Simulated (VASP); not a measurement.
# AlO2 (P4/mmm) in VASP: notebook

The runs below take AlO2 through single point, relaxation of cell and atoms, with PBE.

Everything below comes from runs of VASP 6.6.1. Logs are shortened: lines on timing, memory, paths and dates and some standing lists are left out, and cuts for length are marked.

## Step 1: The cell of the first run

Symmetry: P4/mmm, No. 123, tetragonal system. Conventional cell: a = 2.614 Å, b = 2.614 Å, c = 4.646 Å, α = 90.00°, β = 90.00°, γ = 90.00°. Within 2.5 Å of Al (site symmetry 4/mmm) lie 4 O at 1.85 Å. Within 3.1 Å of O (site symmetry 4/mmm) lie 6 O at 2.32 to 2.61 Å and 8 Al at 2.97 Å. Within 2.5 Å of O (site symmetry 4/mmm) lie 4 Al at 1.85 Å and 2 O at 2.32 Å.

The cell was generated, and may not be a known phase.

## Step 2: Single point, PBE, collinear spin, ferromagnetic start

Input file INCAR:

```
SYSTEM = AlO2
ALGO = Normal
EDIFF = 1E-6
ENCUT = 600
GGA = PE
GGA_COMPAT = .FALSE.
ISIF = 2
ISMEAR = 0
ISPIN = 2
LASPH = .TRUE.
LCHARG = .TRUE.
LELF = .TRUE.
LORBIT = 11
LREAL = .FALSE.
LVHAR = .TRUE.
LWAVE = .FALSE.
MAGMOM = 0 1 1
NBANDS = 18
NELM = 200
PREC = Accurate
SIGMA = 0.1
```

Input file KPOINTS:

```
k-points
0
G
  6 6 4
  0 0 0
```

Input file POSCAR:

```
AlO2
1.0
    2.6140061791      0.0000000000      0.0000000000
    0.0000000000      2.6140061791      0.0000000000
    0.0000000000      0.0000000000      4.6457734429
Al O
1 2
Direct
    0.5000000000      0.5000000000      0.5000000000
    0.0000000000      0.0000000000      0.0000000000
    0.0000000000      0.0000000000      0.5000000000
```

Potentials or basis: VASP PAW PBE potentials, release 64 (Al, O).

Command:

```sh
> cat potpaw_PBE.64/Al/POTCAR potpaw_PBE.64/O/POTCAR > POTCAR
> mpirun -np 1 vasp_std > vasp.out
```

OUTCAR:

```text
SYSTEM = AlO2
   EDIFF = 1E-6
   ENCUT = 600
   GGA = PE
   ISIF = 2
   ISMEAR = 0
   ISPIN = 2
   LASPH = .TRUE.
   LORBIT = 11
   LREAL = .FALSE.
   NELM = 200
   PREC = Accurate

 ion  position               nearest neighbor table
   1  0.500  0.500  0.500-   3 1.85   3 1.85   3 1.85   3 1.85
   2  0.000  0.000  0.000-
   3  0.000  0.000  0.500-   1 1.85   1 1.85   1 1.85   1 1.85

  LATTYP: Found a simple tetragonal cell.
 ALAT       =     2.6140061791
 C/A-ratio  =     1.7772618443

  Lattice vectors:

 A1 = (   2.6140061791,   0.0000000000,   0.0000000000)
 A2 = (   0.0000000000,   2.6140061791,   0.0000000000)
 A3 = (   0.0000000000,   0.0000000000,   4.6457734429)

Analysis of symmetry for initial positions (statically):
=====================================================================
 Subroutine PRICEL returns:
 Original cell was already a primitive cell.

 Routine SETGRP: Setting up the symmetry group for a
 simple tetragonal supercell.

 Subroutine GETGRP returns: Found 16 space group operations
 (whereof 16 operations were pure point group operations)
 out of a pool of 16 trial point group operations.

The static configuration has the point symmetry D_4h.

Analysis of symmetry for dynamics (positions and initial velocities):
=====================================================================
 Subroutine PRICEL returns:
 Original cell was already a primitive cell.

 Routine SETGRP: Setting up the symmetry group for a
 simple tetragonal supercell.

 Subroutine GETGRP returns: Found 16 space group operations
 (whereof 16 operations were pure point group operations)
 out of a pool of 16 trial point group operations.

The dynamic configuration has the point symmetry D_4h.

Analysis of structural, dynamic, and magnetic symmetry:
=====================================================================
 Subroutine PRICEL returns:
 Original cell was already a primitive cell.

 Routine SETGRP: Setting up the symmetry group for a
 simple tetragonal supercell.

 Subroutine GETGRP returns: Found 16 space group operations
 (whereof 16 operations were pure point group operations)
 out of a pool of 16 trial point group operations.

The overall configuration has the point symmetry D_4h.

 Subroutine INISYM returns: Found 16 space group operations
 (whereof 16 operations are pure point group operations),
 and found     1 'primitive' translations

----------------------------------------------------------------------------------------

                                     Primitive cell

  volume of cell :      31.7447

  direct lattice vectors                    reciprocal lattice vectors
     2.614006179  0.000000000  0.000000000     0.382554566  0.000000000  0.000000000
     0.000000000  2.614006179  0.000000000     0.000000000  0.382554566  0.000000000
     0.000000000  0.000000000  4.645773443     0.000000000  0.000000000  0.215249412

  length of vectors
     2.614006179  2.614006179  4.645773443     0.382554566  0.382554566  0.215249412

  position of ions in fractional coordinates (direct lattice)
     0.500000000  0.500000000  0.500000000
     0.000000000  0.000000000  0.000000000
     0.000000000  0.000000000  0.500000000

  ion indices of the primitive-cell ions
   primitive index   ion index
                 1           1
                 2           2
                 3           3

----------------------------------------------------------------------------------------

 KPOINTS: k-points

Automatic generation of k-mesh.
 Grid dimensions read from file:
 generate k-points for:    6    6    4

 Generating k-lattice:

  Cartesian coordinates                     Fractional coordinates (reciprocal lattice)
     0.063759094  0.000000000  0.000000000     0.166666667  0.000000000  0.000000000
     0.000000000  0.063759094  0.000000000     0.000000000  0.166666667  0.000000000
     0.000000000  0.000000000  0.053812353     0.000000000  0.000000000  0.250000000

  Length of vectors
     0.063759094  0.063759094  0.053812353

  Shift w.r.t. Gamma in fractional coordinates (k-lattice)
     0.000000000  0.000000000  0.000000000

 Subroutine IBZKPT returns following result:
 ===========================================

 Found     30 irreducible k-points:

 Following reciprocal coordinates:
            Coordinates               Weight
  0.000000  0.000000  0.000000      1.000000
  0.166667  0.000000  0.000000      4.000000
  0.333333  0.000000  0.000000      4.000000
  0.500000  0.000000  0.000000      2.000000
  0.166667  0.166667  0.000000      4.000000
  0.333333  0.166667  0.000000      8.000000
[... 16 lines left out ...]
  0.333333  0.000000  0.500000      4.000000
  0.500000  0.000000  0.500000      2.000000
 [... further k-points ...]
   k-points           NKPTS =     30   k-points in BZ     NKDIM =     30   number of bands    NBANDS=     18
   number of dos      NEDOS =    301   number of ions     NIONS =      3
   total plane-waves  NPLWV =  23040
   dimension x,y,z NGX =    24 NGY =   24 NGZ =   40
   dimension x,y,z NGXF=    48 NGYF=   48 NGZF=   80
   ions per type =               1   2
   NGX,Y,Z   is equivalent  to a cutoff of  15.26, 15.26, 14.31 a.u.
   NGXF,Y,Z  is equivalent  to a cutoff of  30.53, 30.53, 28.63 a.u.
 SYSTEM =  AlO2
   PREC   = accura    normal or accurate (medium, high low for compatibility)
   ISTART =      0    job   : 0-new  1-cont  2-samecut
   ICHARG =      2    charge: 1-file 2-atom 10-const
   ISPIN  =      2    spin polarized calculation?
   LNONCOLLINEAR =      F non collinear calculations
   LSORBIT =      F    spin-orbit coupling
   LASPH  =      T    aspherical Exc in radial PAW
   ENCUT  =  600.0 eV  44.10 Ry    6.64 a.u.   5.22  5.22  9.28*2*pi/ulx,y,z
   NELM   =    200;   NELMIN=  2; NELMDL= -5     # of ELM steps
   EDIFF  = 0.1E-05   stopping-criterion for ELM
   LREAL  =      F    real-space projection
   EDIFFG = 0.1E-04   stopping-criterion for IOM
   NSW    =      0    number of steps for IOM
   IBRION =     -1    ionic relax: 0-MD 1-quasi-New 2-CG
   NFREE  =      0    steps in history (QN), initial steepest desc. (CG)
   ISIF   =      2    stress and relaxation
   ISYM   =      2    0-nonsym 1-usesym 2-fastsym
   POTIM  = 0.5000    time-step for ionic-motion
   TEBEG  =    0.0;   TEEND  =   0.0 temperature during run
   PSTRESS=    0.0 pullay stress
   NELECT =      15.0000    total number of electrons
   NUPDOWN=      -1.0000    fix difference up-down
   EMIN   =  10.00;   EMAX   =-10.00  energy-range for DOS
   EFERMI =   0.00;   METHOD = LEGACY
   ISMEAR =     0;   SIGMA  =   0.10  broadening in eV -4-tet -1-fermi 0-gaus
   EFERMI_NEDOS =   21; number of points for ismear=-14 and -15
   IALGO  =     38    algorithm
   IMIX   =      4    mixing-type and parameters
     AMIX     =   0.40;   BMIX     =  1.00
     AMIX_MAG =   1.60;   BMIX_MAG =  1.00
  volume/ion in A,a.u.               =      10.58        71.41
  Fermi-wavevector in a.u.,A,eV,Ry     =   1.275112  2.409611 22.121840  1.625909
  Thomas-Fermi vector in A             =   2.407842
   LORBIT       =     11    0 simple, 1 ext, 2 COOP (PROOUT), +10 PAW based schemes
   GGA     = PE    functional components
   LHFCALC =     F    Hartree Fock is set to
   AEXX    =    0.0000 exact exchange contribution
   IVDW    =     0    specifies the selected vdW correction
   LEPSILON=     F    determine dielectric tensor
   LRPA    =     F    only Hartree local field effects (RPA)
 spin polarized calculation
 Gauss-broadening in eV      SIGMA  =   0.10
  energy-cutoff  :      600.00
  volume of cell :       31.74
 maximum number of plane-waves:      1082
 NGX is ok and might be reduce to    24
   NGX = 11   NGY = 11   NGZ = 19

 number of electron      15.0000007 magnetization       1.0138348

 Free energy of the ion-electron system (eV)
  ---------------------------------------------------
  ext. energy  EPLUGINS =         0.00000000
  ---------------------------------------------------
  free energy    TOTEN  =       -15.95661699 eV

  energy without entropy =      -15.95366673  energy(sigma->0) =      -15.95514186

 E-fermi :   6.2655     XC(G=0): -10.5804

 val. band max:        6.2204864843   @ k =   0.1667   0.1667   0.0000
 cond. band min:       6.2762398466   @ k =   0.5000   0.3333   0.2500
 fundamental gap:      0.0557533622
 Fermi energy:         6.2654907725

 spin component 1

 k-point     1 :       0.0000    0.0000    0.0000
  band No.  band energies     occupation
      1     -17.6355      1.00000
      2     -11.5066      1.00000
      3      -2.5351      1.00000
      4      -0.8228      1.00000
      5      -0.8228      1.00000
      6       5.0067      1.00000
[... 10 lines left out ...]
     17      23.9824      0.00000
     18      26.2807      0.00000
[... 463 lines left out ...]
 k-point    24 :       0.5000    0.0000    0.5000
  band No.  band energies     occupation
      1     -16.2964      1.00000
      2     -10.9785      1.00000
      3      -5.9071      1.00000
      4      -0.6124      1.00000
      5       0.1024      1.00000
      6       1.5083      1.00000
[... 10 lines left out ...]
     17      24.6436      0.00000
     18      25.3029      0.00000

 [... further k-points ...]

 spin component 2

 k-point     1 :       0.0000    0.0000    0.0000
  band No.  band energies     occupation
      1     -17.5977      1.00000
      2      -9.8657      1.00000
      3      -2.4047      1.00000
      4      -0.8181      1.00000
      5      -0.8181      1.00000
      6       5.9622      0.99999
[... 10 lines left out ...]
     17      24.0199      0.00000
     18      26.2879      0.00000
[... 463 lines left out ...]
 k-point    24 :       0.5000    0.0000    0.5000
  band No.  band energies     occupation
      1     -16.2624      1.00000
      2      -9.2577      1.00000
      3      -5.9399      1.00000
      4      -0.6088      1.00000
      5       0.2577      1.00000
      6       2.6175      1.00000
[... 10 lines left out ...]
     17      24.9058      0.00000
     18      25.1324      0.00000

 [... further k-points ...]
[... 5 lines left out ...]
  --------------------------------------------------------------------------------------
  -------------------------------------------------------------------------------------
  Total        0.4017114      0.4017114      1.0280981      0.0000000     -0.0000000      0.0000000
  in kB       20.2746545     20.2746545     51.8888294      0.0000000     -0.0000000      0.0000000
  external PRESSURE =      30.8127128 kB  Pullay stress =       0.0000000 kB

 VOLUME and BASIS-vectors are now :
 -----------------------------------------------------------------------------
  energy-cutoff  :      600.00
  volume of cell :       31.74
      direct lattice vectors                 reciprocal lattice vectors
     2.614006179  0.000000000  0.000000000     0.382554566  0.000000000  0.000000000
     0.000000000  2.614006179  0.000000000     0.000000000  0.382554566  0.000000000
     0.000000000  0.000000000  4.645773443     0.000000000  0.000000000  0.215249412

 POSITION                                       TOTAL-FORCE (eV/Angst)
 -----------------------------------------------------------------------------------
      1.30700      1.30700      2.32289         0.000000      0.000000      0.000000
      0.00000      0.00000      0.00000         0.000000      0.000000      0.000000
      0.00000      0.00000      2.32289         0.000000      0.000000      0.000000
 -----------------------------------------------------------------------------------
    total drift:                                0.000000      0.000000      0.000000

  FREE ENERGIE OF THE ION-ELECTRON SYSTEM (eV)
  ---------------------------------------------------
  free  energy   TOTEN  =       -15.9566169932 eV

  energy  without entropy=      -15.9536667307  energy(sigma->0) =      -15.95514186

 total charge

# of ion       s       p       d       tot
------------------------------------------
    1        0.294   0.349   0.000   0.643
    2        1.611   3.128   0.000   4.739
    3        1.563   3.657   0.000   5.220
--------------------------------------------------
tot          3.468   7.134   0.000  10.602

 magnetization (x)

# of ion       s       p       d       tot
------------------------------------------
    1       -0.010  -0.009   0.000  -0.019
    2        0.009   0.908   0.000   0.917
    3       -0.006   0.032   0.000   0.026
--------------------------------------------------
tot         -0.006   0.930   0.000   0.924
```

Wall time 76 s (1 thread of Intel Xeon 8259CL, shared host); peak memory 0.18 GiB.

Results:

```
Free energy                                           : -15.9566 eV
Pressure                                              : 3.1 GPa
Band gap on the k mesh                                : zero (filled and empty bands overlap)
Net moment                                            : 1.01 μB per cell
Site moments                                          : Al -0.02; O +0.92, +0.03 μB
Valence electrons inside the program's atomic spheres : Al 0.64; O 4.74, 5.22
```

Stress tensor (GPa, compression positive):
```
2.03 0.00 0.00
0.00 2.03 0.00
0.00 0.00 5.19
```

Levels at points of the mesh, in eV from the Fermi level:
Spin up:
| k point | band 6 | band 7 | band 8 | band 9 | band 10 | band 11 |
| --- | --- | --- | --- | --- | --- | --- |
| (0.00, 0.00, 0.00) | -1.26 | -1.00 | -1.00 | -0.18 | 5.66 | 5.82 |
| (0.50, 0.00, 0.00) | -4.27 | -0.87 | -0.69 | 2.21 | 5.12 | 5.55 |
| (0.50, 0.50, 0.00) | -3.27 | -3.27 | -0.55 | 1.28 | 7.04 | 7.04 |
| (0.00, 0.00, 0.50) | -3.80 | -1.05 | -1.05 | 1.30 | 4.15 | 5.71 |
| (0.50, 0.00, 0.50) | -4.76 | -2.42 | -0.72 | 3.90 | 4.65 | 5.54 |
| (0.50, 0.50, 0.50) | -3.51 | -3.51 | -1.75 | 1.66 | 5.51 | 8.38 |
Spin down:
```csv
k point,band 5,band 6,band 7,band 8,band 9,band 10
"(0.00, 0.00, 0.00)",-7.08,-0.30,-0.25,1.02,1.02,5.60
"(0.50, 0.00, 0.00)",-6.88,-2.98,0.29,1.39,1.90,5.07
"(0.50, 0.50, 0.00)",-5.95,-1.63,-1.63,0.68,1.02,6.61
"(0.00, 0.00, 0.50)",-7.07,-3.13,0.95,0.95,1.64,4.03
"(0.50, 0.00, 0.50)",-6.01,-3.65,-1.25,1.36,4.21,4.35
"(0.50, 0.50, 0.50)",-5.07,-1.95,-1.95,-0.42,1.41,5.10
```

Caveat: the k points lie up to 0.40 Å⁻¹ apart, too coarse for converged energies and pressures of a metal.

(Continued in part 2 of 2.)

The gap in the log of VASP goes by the Fermi energy; the results here count the filled bands.